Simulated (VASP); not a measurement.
# ScSb3S (Pm-3m) in VASP: further runs, part 2 of 2

VASP 6.6.1.

## (4) Relaxation of cell and atoms, PBE

This run uses another cell than the first one, of 32.61 Å³/atom, 1.026 times its volume.

The input, INCAR:

```
PREC     = Accurate       # precision mode
ENCUT    = 600            # plane-wave cutoff, eV
EDIFF    = 1E-7           # SCF threshold, eV
ISMEAR   = 0              # smearing method
SIGMA    = 0.1            # smearing width, eV
LREAL    = False          # projectors in reciprocal space
LASPH    = True           # aspherical terms in the spheres
NELM     = 60             # most SCF steps
ALGO     = Normal         # electronic algorithm
ISIF     = 3              # what is computed and relaxed
LWAVE    = False          # write WAVECAR
LCHARG   = False          # write CHGCAR
GGA      = PE             # functional
IBRION   = 2              # ionic algorithm
NSW      = 90             # ionic steps
EDIFFG   = -0.04          # ionic threshold
```

The input, KPOINTS:

```
regular mesh
0
Gamma
  4 4 4
```

The input, POSCAR:

```
ScSb3S
1.0
    5.4629825800      0.0000000000      0.0000000000
    0.0000000000      5.4629825800      0.0000000000
    0.0000000000      0.0000000000      5.4629825800
Sc Sb S
1 3 1
Direct
    0.5000000000      0.5000000000      0.5000000000
    0.0000000000      0.5000000000      0.5000000000
    0.5000000000      0.0000000000      0.5000000000
    0.5000000000      0.5000000000      0.0000000000
    0.0000000000      0.0000000000      0.0000000000
```

Potentials or basis: VASP PAW PBE potentials, release 64 (Sc_sv, Sb, S).

Started as:

```
cat potpaw_PBE.64/Sc_sv/POTCAR potpaw_PBE.64/Sb/POTCAR potpaw_PBE.64/S/POTCAR > POTCAR
mpirun -np 1 vasp_std > vasp.out
```

OUTCAR:

```text
PREC = Accurate
   ENCUT = 600
   EDIFF = 1E-7
   ISMEAR = 0
   LREAL = False
   LASPH = True
   NELM = 60
   ISIF = 3
   GGA = PE
   IBRION = 2
   NSW = 90
   EDIFFG = -0.04

 ion  position               nearest neighbor table
   1  0.500  0.500  0.500-   2 2.73   3 2.73   4 2.73   4 2.73   3 2.73   2 2.73
   2  0.000  0.500  0.500-   1 2.73   1 2.73
   3  0.500  0.000  0.500-   1 2.73   1 2.73
   4  0.500  0.500  0.000-   1 2.73   1 2.73
   5  0.000  0.000  0.000-

  LATTYP: Found a simple cubic cell.
 ALAT       =     5.4629825800

  Lattice vectors:

 A1 = (   5.4629825800,   0.0000000000,   0.0000000000)
 A2 = (   0.0000000000,   5.4629825800,   0.0000000000)
 A3 = (   0.0000000000,   0.0000000000,   5.4629825800)

Analysis of symmetry for initial positions (statically):
=====================================================================
 Subroutine PRICEL returns:
 Original cell was already a primitive cell.

 Routine SETGRP: Setting up the symmetry group for a
 simple cubic supercell.

 Subroutine GETGRP returns: Found 48 space group operations
 (whereof 48 operations were pure point group operations)
 out of a pool of 48 trial point group operations.

The static configuration has the point symmetry O_h .

Analysis of symmetry for dynamics (positions and initial velocities):
=====================================================================
 Subroutine PRICEL returns:
 Original cell was already a primitive cell.

 Routine SETGRP: Setting up the symmetry group for a
 simple cubic supercell.

 Subroutine GETGRP returns: Found 48 space group operations
 (whereof 48 operations were pure point group operations)
 out of a pool of 48 trial point group operations.

The dynamic configuration has the point symmetry O_h .

[... 164 lines left out ...]
      2.73149      0.00000      2.73149         0.000000      0.000000      0.000000
      2.73149      2.73149      0.00000         0.000000      0.000000      0.000000
      0.00000      0.00000      0.00000         0.000000      0.000000      0.000000
 -----------------------------------------------------------------------------------
    total drift:                                0.000000     -0.000000     -0.000000

  FREE ENERGIE OF THE ION-ELECTRON SYSTEM (eV)
  ---------------------------------------------------
  free  energy   TOTEN  =       -20.3295436203 eV

  energy  without entropy=      -20.2760540784  energy(sigma->0) =      -20.30279885

--------------------------------------- Ionic step        2  -------------------------------------------

 number of electron      32.0000004 magnetization

 Free energy of the ion-electron system (eV)
  ---------------------------------------------------
  ext. energy  EPLUGINS =         0.00000000
  ---------------------------------------------------
  free energy    TOTEN  =       -20.34561621 eV

  energy without entropy =      -20.29287720  energy(sigma->0) =      -20.31924671

 E-fermi :   3.8903     XC(G=0):  -8.9047

 val. band max:        3.8847949062   @ k =   0.5000   0.2500   0.2500
 cond. band min:       3.9121828885   @ k =   0.5000   0.2500   0.0000
 fundamental gap:      0.0273879823
 Fermi energy:         3.8902884710

 k-point     1 :       0.0000    0.0000    0.0000
  band No.  band energies     occupation
      1     -44.4681      2.00000
      2     -23.2374      2.00000
      3     -23.2374      2.00000
      4     -23.2374      2.00000
      5      -7.2718      2.00000
      6      -5.7687      2.00000
[... 219 lines left out ...]
     19       6.3136      0.00000
     20       6.3136      0.00000

------------------------ aborting loop because EDIFF is reached ----------------------------------------

  FORCE on cell =-STRESS in cart. coord.  units (eV):
  Direction    XX          YY          ZZ          XY          YZ          ZX
  --------------------------------------------------------------------------------------
  -------------------------------------------------------------------------------------
  Total        0.1227424      0.1227424      0.1227424      0.0000000      0.0000000     -0.0000000
  in kB        1.2456065      1.2456065      1.2456065      0.0000000      0.0000000     -0.0000000
  external PRESSURE =       1.2456065 kB  Pullay stress =       0.0000000 kB

 VOLUME and BASIS-vectors are now :
 -----------------------------------------------------------------------------
  energy-cutoff  :      600.00
  volume of cell :      157.88
      direct lattice vectors                 reciprocal lattice vectors
     5.404739735  0.000000000 -0.000000000     0.185022785  0.000000000 -0.000000000
    -0.000000000  5.404739735  0.000000000    -0.000000000  0.185022785 -0.000000000
     0.000000000  0.000000000  5.404739735     0.000000000 -0.000000000  0.185022785

 POSITION                                       TOTAL-FORCE (eV/Angst)
 -----------------------------------------------------------------------------------
      2.70237      2.70237      2.70237         0.000000      0.000000      0.000000
     -0.00000      2.70237      2.70237        -0.000000     -0.000000      0.000000
      2.70237      0.00000      2.70237        -0.000000     -0.000000      0.000000
      2.70237      2.70237     -0.00000        -0.000000     -0.000000      0.000000
      0.00000      0.00000      0.00000        -0.000000     -0.000000      0.000000
 -----------------------------------------------------------------------------------
    total drift:                                0.000000     -0.000000     -0.000000

  FREE ENERGIE OF THE ION-ELECTRON SYSTEM (eV)
  ---------------------------------------------------
  free  energy   TOTEN  =       -20.3456162132 eV

  energy  without entropy=      -20.2928772002  energy(sigma->0) =      -20.31924671

 reached required accuracy - stopping structural energy minimisation
```

CONTCAR:

```text
ScSb3S
   1.00000000000000
     5.4047397354245250    0.0000000000000000   -0.0000000000000000
    -0.0000000000000000    5.4047397354245250    0.0000000000000000
     0.0000000000000000    0.0000000000000000    5.4047397354245250
  Sc              Sb              S
     1     3     1
Direct
     0.5000000000000000    0.5000000000000000    0.5000000000000000
     0.0000000000000000    0.5000000000000000    0.5000000000000000
     0.5000000000000000    0.0000000000000000    0.5000000000000000
     0.5000000000000000    0.5000000000000000    0.0000000000000000
     0.0000000000000000    0.0000000000000000    0.0000000000000000

  0.00000000E+00  0.00000000E+00  0.00000000E+00
  0.00000000E+00  0.00000000E+00  0.00000000E+00
  0.00000000E+00  0.00000000E+00  0.00000000E+00
  0.00000000E+00  0.00000000E+00  0.00000000E+00
  0.00000000E+00  0.00000000E+00  0.00000000E+00
```

Run time: 54 s. Hardware: 1 thread of AMD EPYC 9R45 (Zen 5), shared host; peak memory 0.33 GiB.

What came out:

```
Free energy                            : -20.3456 eV
Relaxed volume                         : 31.58 Å³/atom
Relaxed cell                           : a = 5.405 Å, b = 5.405 Å, c = 5.405 Å, α = 90.00°, β = 90.00°, γ = 90.00°
Space group after relaxing (to 0.05 Å) : Pm-3m (No. 221)
Energy gained by relaxing              : 3.2 meV/atom
Ionic steps                            : 2
Pressure after relaxing                : 0.1 GPa
Band gap on the k mesh                 : zero (band 16 reaches 4.42 eV, above the bottom of band 17 at 2.84 eV)
```

Step by step:
```
step  energy change (eV)  largest force (eV/Å)  pressure (GPa)  volume (Å³)
   1              0.0000                0.0000           -1.09       163.04
   2             -0.0161                0.0000            0.12       157.88
```

Final structure:
```
CELL_PARAMETERS angstrom
5.40474 0.00000 0.00000
0.00000 5.40474 0.00000
0.00000 0.00000 5.40474
ATOMIC_POSITIONS crystal
Sc 0.50000 0.50000 0.50000
Sb 0.00000 0.50000 0.50000
Sb 0.50000 0.00000 0.50000
Sb 0.50000 0.50000 0.00000
S 0.00000 0.00000 0.00000
```

Levels at points of the mesh, in eV from the Fermi level:
```tsv
k point	band 12	band 13	band 14	band 15	band 16	band 17	band 18	band 19	band 20
(0.00, 0.00, 0.00)	-0.45	-0.45	-0.45	0.53	0.53	0.53	1.57	1.57	1.57
(0.50, 0.00, 0.00)	-1.91	-1.91	-0.91	-0.44	-0.22	0.10	0.10	1.34	1.34
(0.50, 0.50, 0.00)	-1.73	-1.25	-1.09	-1.09	-1.06	-1.05	0.97	0.97	2.35
(0.50, 0.50, 0.50)	-3.39	-1.23	-1.23	0.18	0.18	0.18	2.42	2.42	2.42
```

Caveat: spin-orbit coupling is left out, which moves the levels of the heavy elements.

## (5) Single point, PBE, collinear spin, ferromagnetic start

The input, INCAR:

```
  ALGO = Normal
  EDIFF = 1E-6
  ENCUT = 520
  GGA = PE
  ISIF = 2
  ISMEAR = 0
  ISPIN = 2
  LASPH = True
  LCHARG = False
  LMAXMIX = 4
  LORBIT = 11
  LREAL = False
  LWAVE = False
  MAGMOM = 1 0 0 0 0
  NBANDS = 28
  NELM = 150
  PREC = Accurate
  SIGMA = 0.1
```

The input, KPOINTS:

```
k-points
0
Gamma
  4 4 4
```

Edit POSCAR of step 4 so:

```diff
@@ -2,5 +2,5 @@
 1.0
-    5.4629825800      0.0000000000      0.0000000000
-    0.0000000000      5.4629825800      0.0000000000
-    0.0000000000      0.0000000000      5.4629825800
+    5.4170888244      0.0000000000      0.0000000000
+    0.0000000000      5.4170888244      0.0000000000
+    0.0000000000      0.0000000000      5.4170888244
 Sc Sb S
```

Started as:

```
cat potpaw_PBE.64/Sc_sv/POTCAR potpaw_PBE.64/Sb/POTCAR potpaw_PBE.64/S/POTCAR > POTCAR
mpirun -np 1 vasp_std > vasp.out
```

It took 56 s on 1 thread of AMD EPYC 9R45 (Zen 5), shared host; peak memory 0.29 GiB.

It converged, with:

| Property | Result |
| --- | --- |
| Free energy | -20.3823 eV |
| Pressure | -0.1 GPa |
| Net moment | 1.18 μB per cell |
| Site moments | Sc +0.10; Sb +0.03; S +0.51 μB |
| Valence electrons inside the program's atomic spheres | Sc 9.78; Sb 2.36; S 3.54 |

Levels at points of the mesh, in eV from the Fermi level:
Spin up:
| k point | band 15 | band 16 | band 17 | band 18 | band 19 | band 20 |
| --- | --- | --- | --- | --- | --- | --- |
| (0.00, 0.00, 0.00) | 0.51 | 0.51 | 0.51 | 1.52 | 1.52 | 1.52 |
| (0.50, 0.00, 0.00) | -0.47 | -0.23 | -0.12 | -0.12 | 1.31 | 1.31 |
| (0.50, 0.50, 0.00) | -1.11 | -1.11 | -1.09 | 0.78 | 0.78 | 2.31 |
| (0.50, 0.50, 0.50) | -0.12 | -0.12 | -0.12 | 2.39 | 2.39 | 2.39 |
Spin down:
| k point | band 13 | band 14 | band 15 | band 16 | band 17 | band 18 |
| --- | --- | --- | --- | --- | --- | --- |
| (0.00, 0.00, 0.00) | -0.22 | -0.22 | 0.56 | 0.56 | 0.56 | 1.65 |
| (0.50, 0.00, 0.00) | -1.75 | -0.62 | -0.40 | -0.18 | 0.31 | 0.31 |
| (0.50, 0.50, 0.00) | -1.21 | -1.03 | -1.03 | -1.02 | -0.75 | 1.14 |
| (0.50, 0.50, 0.50) | -1.18 | -1.18 | 0.44 | 0.44 | 0.44 | 2.43 |

Caveat: spin-orbit coupling is left out, which moves the levels of the heavy elements.

## (6) Single point, PBE, collinear spin, ferromagnetic start

This run uses another cell than the first one, of 31.90 Å³/atom, 1.003 times its volume.

The input, INCAR:

```
SYSTEM = ScSb3S
PREC = Accurate ; ENCUT = 520
EDIFF = 1E-6 ; ISMEAR = 0
SIGMA = 0.1 ; LREAL = .False.
LASPH = .True. ; NELM = 150
ALGO = Normal ; ISIF = 2
LWAVE = .False. ; LCHARG = .False.
ISPIN = 2 ; MAGMOM = 0 0 0 0 0.87
LORBIT = 11 ; LMAXMIX = 4
GGA = PE ; NBANDS = 28
```

The input, KPOINTS:

```
regular mesh
0
Gamma
  8 8 8
  0 0 0
```

Edit POSCAR of step 5 so:

```diff
@@ -2,5 +2,5 @@
 1.0
-    5.4170888244      0.0000000000      0.0000000000
-    0.0000000000      5.4170888244      0.0000000000
-    0.0000000000      0.0000000000      5.4170888244
+    5.4232275175      0.0000000000      0.0000000000
+    0.0000000000      5.4232275175      0.0000000000
+    0.0000000000      0.0000000000      5.4232275175
 Sc Sb S
```

Potentials or basis: VASP PAW PBE potentials, release 64 (Sc_sv, Sb, S).

Started as:

```
cat potpaw_PBE.64/Sc_sv/POTCAR potpaw_PBE.64/Sb/POTCAR potpaw_PBE.64/S/POTCAR > POTCAR
mpirun -np 1 vasp_std > vasp.out
```

Wall time 2.2 min (1 thread of AMD EPYC 9R45 (Zen 5), shared host); peak memory 0.42 GiB.

Results (log left out):

```yaml
Free_energy: -20.3799 eV
Pressure: -0.1 GPa
Net_moment: 1.23 μB per cell
Site_moments: Sc +0.09; Sb +0.03; S +0.54 μB
Valence_electrons_inside_the_program's_atomic_spheres: Sc 9.77; Sb 2.36; S 3.54
```

Levels at points of the mesh, in eV from the Fermi level:
Spin up:
| k point | band 15 | band 16 | band 17 | band 18 | band 19 | band 20 |
| --- | --- | --- | --- | --- | --- | --- |
| (0.00, 0.00, 0.00) | 0.52 | 0.52 | 0.52 | 1.55 | 1.55 | 1.55 |
| (0.50, 0.00, 0.00) | -0.46 | -0.22 | -0.12 | -0.12 | 1.32 | 1.32 |
| (0.50, 0.50, 0.00) | -1.09 | -1.09 | -1.07 | 0.78 | 0.78 | 2.31 |
| (0.50, 0.50, 0.50) | -0.14 | -0.14 | -0.14 | 2.39 | 2.39 | 2.39 |
Spin down:
```tsv
k point	band 12	band 13	band 14	band 15	band 16	band 17	band 18	band 19
(0.00, 0.00, 0.00)	-0.20	-0.20	-0.20	0.58	0.58	0.58	1.66	1.66
(0.50, 0.00, 0.00)	-1.72	-1.72	-0.60	-0.39	-0.16	0.32	0.32	1.38
(0.50, 0.50, 0.00)	-1.52	-1.18	-1.01	-1.01	-1.00	-0.73	1.15	1.15
(0.50, 0.50, 0.50)	-3.24	-1.16	-1.16	0.45	0.45	0.45	2.44	2.44
```

Caveat: spin-orbit coupling is left out, which moves the levels of the heavy elements.

## (7) The runs side by side

| task | spin | cell | k mesh | cutoff (eV) | gap on the mesh (eV) | pressure (GPa) | moment (μB) |
| --- | --- | --- | --- | --- | --- | --- | --- |
| single point | off | a = 5.417 Å, 5 atoms | 4 × 4 × 4 | 520 | none | -0.2 | - |
| single point | off | a = 5.463 Å, 5 atoms | 4 × 4 × 4 | 520 | none | -1.1 | - |
| relaxation of cell and atoms | off | relaxed from a = 5.463 Å, 5 atoms | 4 × 4 × 4 | 600 | none | 0.1 | - |
| single point | collinear, ferromagnetic start | a = 5.417 Å, 5 atoms | 4 × 4 × 4 | 520 | none | -0.1 | 1.18 |
| single point | collinear, ferromagnetic start | a = 5.423 Å, 5 atoms | 8 × 8 × 8 | 520 | none | -0.1 | 1.23 |

Alike in all rows: level PBE; potentials or basis VASP PAW PBE potentials, release 64 (Sc_sv, Sb, S); smearing gaussian 0.1 eV.

Caveats: spin-orbit coupling is left out, which moves the levels of the heavy elements.

Total energies depend on the potentials used, so only differences within one code and one set of settings carry meaning.
